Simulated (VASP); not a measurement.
# C33O2 in VASP: single point with r2SCAN+D3(BJ)

Aim: the single point of C33O2 with r2SCAN+D3(BJ).

Program: VASP 6.6.1. These are calculated values, not measurements. Logs are shortened: lines on timing, memory, paths and dates and some standing lists are left out, and cuts for length are marked.

## 1. The cell of the first run

The cell holds a slab with vacuum, 35 atoms: a = 9.864 Å, b = 9.864 Å, c = 11.000 Å, α = 90.00°, β = 90.00°, γ = 120.00°.

## 2. Single point, r2SCAN+D3(BJ)

POSCAR reads:

```
C33O2
1.0
    9.8640000000      0.0000000000      0.0000000000
   -4.9320000000      8.5424750000      0.0000000000
    0.0000000000      0.0000000000     11.0000000000
C O
33 2
Direct
    0.0024453167      0.0003906949      0.0834116879
    0.1690831593      0.0836766588      0.0826903461
    0.0024077062      0.2503691087      0.0837993761
    0.1691281372      0.3337756162      0.0828973952
    0.0024567736      0.5004179962      0.0845046456
    0.1691271305      0.5837629674      0.0842627711
    0.0024524454      0.7504216340      0.0842713089
    0.1690865915      0.8337177151      0.0841956142
    0.2524271535      0.0003983703      0.0835352001
    0.4191186291      0.0837433770      0.0838811896
    0.2524953428      0.2503743873      0.0821600085
    0.4191926849      0.3337966129      0.0824649985
    0.2525174161      0.5004845207      0.0833948919
    0.4191886532      0.5837847154      0.0832218053
    0.2524579747      0.7504279303      0.0843919292
    0.4191197616      0.8337391724      0.0843760622
    0.5024565995      0.0004006126      0.0844512136
    0.6691282698      0.0837438672      0.0845503115
    0.5024702154      0.2504160680      0.0835034473
    0.6691512675      0.3337760648      0.0842005498
    0.5024966727      0.5004731815      0.0828855500
    0.6691023527      0.5837567065      0.0837961958
    0.5024685333      0.7504167674      0.0840429925
    0.6691271763      0.8337416038      0.0842164893
    0.7524579391      0.0004030092      0.0843727703
    0.9191156891      0.0837104479      0.0838480057
    0.7524426468      0.2504087488      0.0845512781
    0.9191135088      0.3337427979      0.0844488117
    0.7524469510      0.5004118377      0.0842038056
    0.9191062144      0.5837526591      0.0844935247
    0.7524519973      0.7504219101      0.0841218016
    0.9191165592      0.8337608785      0.0840479673
    0.2419889599      0.2895585920      0.3674389227
    0.3543708146      0.4119002320      0.3663105495
    0.1296706562      0.1671711375      0.3694203826
```

INCAR.step1 reads:

```
PREC = Accurate
ENCUT = 520
ISMEAR = -1
SIGMA = 0.05
LREAL = Auto
LASPH = True
NELM = 100
NBANDS = 95
GGA = PE
ALGO = Normal
EDIFF = 1E-4
LWAVE = True
LCHARG = False
```

INCAR.step2 reads:

```
PREC = Accurate
ENCUT = 520
EDIFF = 1E-7
ISMEAR = -1
SIGMA = 0.05
LREAL = Auto
LASPH = True
NELM = 100
ALGO = Normal
ISIF = 2
LWAVE = False
LCHARG = True
METAGGA = R2SCAN
LMIXTAU = True
IVDW = 12
LELF = True
LVHAR = True
NBANDS = 95
VDW_S6 = 1.0
VDW_S8 = 0.78981345
VDW_A1 = 0.49484001
VDW_A2 = 5.73083694
ISTART = 1
```

KPOINTS reads:

```
Automatic mesh
0
Gamma
  1 1 1
```

Potentials or basis: VASP PAW PBE potentials, release 64 (C, O).

Launch:

```console
$ cat potpaw_PBE.64/C/POTCAR potpaw_PBE.64/O/POTCAR > POTCAR
$ cp INCAR.step1 INCAR
$ mpirun -np 1 vasp_gam > vasp.out
$ cp INCAR.step2 INCAR
$ mpirun -np 1 vasp_gam > vasp.out
```

OUTCAR:

```text
PREC = Accurate
   ENCUT = 520
   EDIFF = 1E-7
   ISMEAR = -1
   LREAL = Auto
   LASPH = True
   NELM = 100
   ISIF = 2
   METAGGA = R2SCAN
   IVDW = 12
   ISTART = 1
 IVDW          = 12

 ion  position               nearest neighbor table
   1  0.002  0.000  0.083-  32 1.42   2 1.42  26 1.42
   2  0.169  0.084  0.083-   9 1.42   1 1.42  11 1.42
   3  0.002  0.250  0.084-  26 1.42  28 1.42   4 1.42
   4  0.169  0.334  0.083-  13 1.42   3 1.42  11 1.42
   5  0.002  0.500  0.085-   6 1.42  28 1.42  30 1.42
   6  0.169  0.584  0.084-  15 1.42   5 1.42  13 1.42
[... 24 lines left out ...]
  31  0.752  0.750  0.084-  24 1.42  32 1.42  22 1.42
  32  0.919  0.834  0.084-   1 1.42  31 1.42   7 1.42
  33  0.242  0.290  0.367-  34 1.16  35 1.16
  34  0.354  0.412  0.366-  33 1.16
  35  0.130  0.167  0.369-  33 1.16

  LATTYP: Found a hexagonal cell.
 ALAT       =     9.8640000000
 C/A-ratio  =     1.1151662612

  Lattice vectors:

 A1 = (   9.8640000000,   0.0000000000,   0.0000000000)
 A2 = (  -4.9320000000,   8.5424750000,   0.0000000000)
 A3 = (   0.0000000000,   0.0000000000,  11.0000000000)

Analysis of symmetry for initial positions (statically):
=====================================================================
 Subroutine PRICEL returns:
 Original cell was already a primitive cell.

 Routine SETGRP: Setting up the symmetry group for a
 hexagonal supercell.

 Subroutine GETGRP returns: Found  1 space group operations
 (whereof  1 operations were pure point group operations)
 out of a pool of 24 trial point group operations.

The static configuration has the point symmetry C_1 .

Analysis of symmetry for dynamics (positions and initial velocities):
=====================================================================
 Subroutine PRICEL returns:
 Original cell was already a primitive cell.

 Routine SETGRP: Setting up the symmetry group for a
 hexagonal supercell.

 Subroutine GETGRP returns: Found  1 space group operations
 (whereof  1 operations were pure point group operations)
 out of a pool of 24 trial point group operations.

The dynamic configuration has the point symmetry C_1 .

 Subroutine INISYM returns: Found  1 space group operations
 (whereof  1 operations are pure point group operations),
 and found     1 'primitive' translations

----------------------------------------------------------------------------------------

                                     Primitive cell

  volume of cell :     926.8927

  direct lattice vectors                    reciprocal lattice vectors
     9.864000000  0.000000000  0.000000000     0.101378751  0.058531046  0.000000000
    -4.932000000  8.542475000  0.000000000     0.000000000  0.117062093  0.000000000
     0.000000000  0.000000000 11.000000000     0.000000000  0.000000000  0.090909091

  length of vectors
     9.864000000  9.864000361 11.000000000     0.117062097  0.117062093  0.090909091

  position of ions in fractional coordinates (direct lattice)
     0.002445317  0.000390695  0.083411688
     0.169083159  0.083676659  0.082690346
     0.002407706  0.250369109  0.083799376
     0.169128137  0.333775616  0.082897395
     0.002456774  0.500417996  0.084504646
     0.169127131  0.583762967  0.084262771
[... 27 lines left out ...]
     0.354370815  0.411900232  0.366310549
     0.129670656  0.167171137  0.369420383

  ion indices of the primitive-cell ions
   primitive index   ion index
                 1           1
                 2           2
                 3           3
                 4           4
                 5           5
                 6           6
[... 27 lines left out ...]
                34          34
                35          35

----------------------------------------------------------------------------------------

 KPOINTS: Automatic mesh

Automatic generation of k-mesh.
 Grid dimensions read from file:
 generate k-points for:    1    1    1

 Generating k-lattice:

  Cartesian coordinates                     Fractional coordinates (reciprocal lattice)
     0.101378751  0.058531046  0.000000000     1.000000000 -0.000000000  0.000000000
     0.000000000  0.117062093  0.000000000     0.000000000  1.000000000  0.000000000
     0.000000000  0.000000000  0.090909091     0.000000000  0.000000000  1.000000000

  Length of vectors
     0.117062097  0.117062093  0.090909091

  Shift w.r.t. Gamma in fractional coordinates (k-lattice)
     0.000000000  0.000000000  0.000000000

 Subroutine IBZKPT returns following result:
 ===========================================

 Found      1 irreducible k-points:

 Following reciprocal coordinates:
            Coordinates               Weight
  0.000000  0.000000  0.000000      1.000000
   k-points           NKPTS =      1   k-points in BZ     NKDIM =      1   number of bands    NBANDS=     95
   number of dos      NEDOS =    301   number of ions     NIONS =     35
   total plane-waves  NPLWV = 537600
   dimension x,y,z NGX =    80 NGY =   80 NGZ =   84
   dimension x,y,z NGXF=   160 NGYF=  160 NGZF=  168
   ions per type =              33   2
   NGX,Y,Z   is equivalent  to a cutoff of  13.48, 13.48, 12.70 a.u.
   NGXF,Y,Z  is equivalent  to a cutoff of  26.97, 26.97, 25.39 a.u.
 SYSTEM =  unknown system
   PREC   = accura    normal or accurate (medium, high low for compatibility)
   ISTART =      1    job   : 0-new  1-cont  2-samecut
   ICHARG =      0    charge: 1-file 2-atom 10-const
   ISPIN  =      1    spin polarized calculation?
   LNONCOLLINEAR =      F non collinear calculations
   LSORBIT =      F    spin-orbit coupling
   LASPH  =      T    aspherical Exc in radial PAW
   ENCUT  =  520.0 eV  38.22 Ry    6.18 a.u.  18.34 18.34 20.45*2*pi/ulx,y,z
   NELM   =    100;   NELMIN=  2; NELMDL=  0     # of ELM steps
   EDIFF  = 0.1E-06   stopping-criterion for ELM
   LREAL  =      T    real-space projection
   EDIFFG = 0.1E-05   stopping-criterion for IOM
   NSW    =      0    number of steps for IOM
   IBRION =     -1    ionic relax: 0-MD 1-quasi-New 2-CG
   NFREE  =      0    steps in history (QN), initial steepest desc. (CG)
   ISIF   =      2    stress and relaxation
   ISYM   =      2    0-nonsym 1-usesym 2-fastsym
   POTIM  = 0.5000    time-step for ionic-motion
   TEBEG  =    0.0;   TEEND  =   0.0 temperature during run
   PSTRESS=    0.0 pullay stress
   NELECT =     144.0000    total number of electrons
   NUPDOWN=      -1.0000    fix difference up-down
   EMIN   =  10.00;   EMAX   =-10.00  energy-range for DOS
   EFERMI =   0.00;   METHOD = LEGACY
   ISMEAR =    -1;   SIGMA  =   0.05  broadening in eV -4-tet -1-fermi 0-gaus
   EFERMI_NEDOS =   21; number of points for ismear=-14 and -15
   IALGO  =     38    algorithm
   IMIX   =      4    mixing-type and parameters
     AMIX     =   0.40;   BMIX     =  1.00
     AMIX_MAG =   1.60;   BMIX_MAG =  1.00
  volume/ion in A,a.u.               =      26.48       178.71
  Fermi-wavevector in a.u.,A,eV,Ry     =   0.880074  1.663099 10.538123  0.774530
  Thomas-Fermi vector in A             =   2.000385
   LORBIT       =      0    0 simple, 1 ext, 2 COOP (PROOUT), +10 PAW based schemes
   METAGGA = R2SCAN    functional components
   LHFCALC =     F    Hartree Fock is set to
   AEXX    =    0.0000 exact exchange contribution
   IVDW    =    12    specifies the selected vdW correction
   LEPSILON=     F    determine dielectric tensor
   LRPA    =     F    only Hartree local field effects (RPA)
 non-spin polarized calculation
  energy-cutoff  :      520.00
  volume of cell :      926.89
 maximum number of plane-waves:     12471
 NGX is ok and might be reduce to    80
   NGX = 37   NGY = 37   NGZ = 41

 number of electron     143.9999995 magnetization

 Free energy of the ion-electron system (eV)
  ---------------------------------------------------
  ext. energy  EPLUGINS =         0.00000000
  ---------------------------------------------------
  free energy    TOTEN  =      -343.62384293 eV

  energy without entropy =     -343.62384293  energy(sigma->0) =     -343.62384293

 E-fermi :  -2.5467     XC(G=0):  -4.3437

 val. band max:       -3.8495835565   @ k =   0.0000   0.0000   0.0000
 cond. band min:       0.4524942046   @ k =   0.0000   0.0000   0.0000
 fundamental gap:      4.3020777612
 Fermi energy:        -2.5467331209

 k-point     1 :       0.0000    0.0000    0.0000
  band No.  band energies     occupation
      1     -27.8672      2.00000
      2     -26.7721      2.00000
      3     -22.1025      2.00000
      4     -20.5687      2.00000
      5     -20.5634      2.00000
      6     -20.5529      2.00000
[... 76 lines left out ...]
     83       3.0131      0.00000
     84       3.0375      0.00000
 [bands above 84 left out]

------------------------ aborting loop because EDIFF is reached ----------------------------------------

 Edisp (eV)   -1.21500

 E8    (eV) :    -0.2699

  FORCE on cell =-STRESS in cart. coord.  units (eV):
  Direction    XX          YY          ZZ          XY          YZ          ZX
  --------------------------------------------------------------------------------------
  -------------------------------------------------------------------------------------
  Total      -8.95756    -7.75938    -0.31097     0.63972    -0.01351    -0.05850
  in kB     -15.48356   -13.41245    -0.53753     1.10579    -0.02336    -0.10111
  external pressure =       -9.81 kB  Pullay stress =        0.00 kB

 VOLUME and BASIS-vectors are now :
 -----------------------------------------------------------------------------
  energy-cutoff  :      520.00
  volume of cell :      926.89
      direct lattice vectors                 reciprocal lattice vectors
     9.864000000  0.000000000  0.000000000     0.101378751  0.058531046  0.000000000
    -4.932000000  8.542475000  0.000000000     0.000000000  0.117062093  0.000000000
     0.000000000  0.000000000 11.000000000     0.000000000  0.000000000  0.090909091

 POSITION                                       TOTAL-FORCE (eV/Angst)
 -----------------------------------------------------------------------------------
      0.02219      0.00334      0.91753         0.005751      0.002128      0.000124
      1.25514      0.71481      0.90959        -0.005256     -0.009064      0.002829
     -1.21107      2.13877      0.92179         0.011097      0.002594     -0.003560
      0.02210      2.85127      0.91187        -0.008723     -0.003280      0.002416
     -2.44383      4.27481      0.92955         0.000201      0.000996     -0.003298
     -1.21085      4.98678      0.92689        -0.000784      0.002293     -0.006907
[... 27 lines left out ...]
      1.46402      3.51865      4.02942         0.346385      0.749497      0.008087
      0.45458      1.42806      4.06362        -0.371005     -0.739183      0.031280
 -----------------------------------------------------------------------------------
    total drift:                                0.174937     -0.046676      0.044251

  FREE ENERGIE OF THE ION-ELECTRON SYSTEM (eV)
  ---------------------------------------------------
  free  energy   TOTEN  =      -344.8388422976 eV

  energy  without entropy=     -344.8388422975  energy(sigma->0) =     -344.83884230
```

Run time: 14 min. Hardware: 1 thread of Intel Xeon Platinum 8375C at 2.90GHz (Ice Lake), shared host; peak memory 1.2 GiB.

Results:

* Free energy: -344.8388 eV
* Largest force: 0.828 eV/Å
* Band gap on the k mesh: 4.30 eV
* Dispersion energy per atom: -0.035 eV

Forces on the atoms (eV/Å):
```
C    0.006  0.002  0.000
C   -0.005 -0.009  0.003
C    0.011  0.003 -0.004
C   -0.009 -0.003  0.002
C    0.000  0.001 -0.003
C   -0.001  0.002 -0.007
C   -0.001  0.001 -0.001
C    0.000  0.006 -0.003
C    0.011 -0.005 -0.003
C   -0.006 -0.007 -0.005
C    0.000  0.003  0.000
C    0.001  0.006  0.005
C    0.011  0.001 -0.002
C   -0.010 -0.007  0.005
C    0.003  0.002 -0.001
C   -0.005 -0.002 -0.002
C    0.004  0.002 -0.002
C   -0.005  0.000  0.000
C    0.013  0.007 -0.003
C   -0.005 -0.007 -0.004
C    0.010 -0.001  0.003
C    0.002 -0.002 -0.004
C    0.009  0.001 -0.001
C   -0.007  0.002 -0.004
C    0.006  0.001  0.000
C   -0.001 -0.004 -0.001
C    0.004  0.002  0.000
C   -0.007 -0.003 -0.003
C    0.001  0.008 -0.001
C   -0.004  0.001  0.004
C    0.009  0.001 -0.002
C   -0.002 -0.003 -0.005
C   -0.010 -0.009 -0.002
O    0.346  0.749  0.008
O   -0.371 -0.739  0.031
```

Caveat: the k points lie up to 0.74 Å⁻¹ apart; the PAW data sets were made with another functional, which shifts forces and pressure a little.
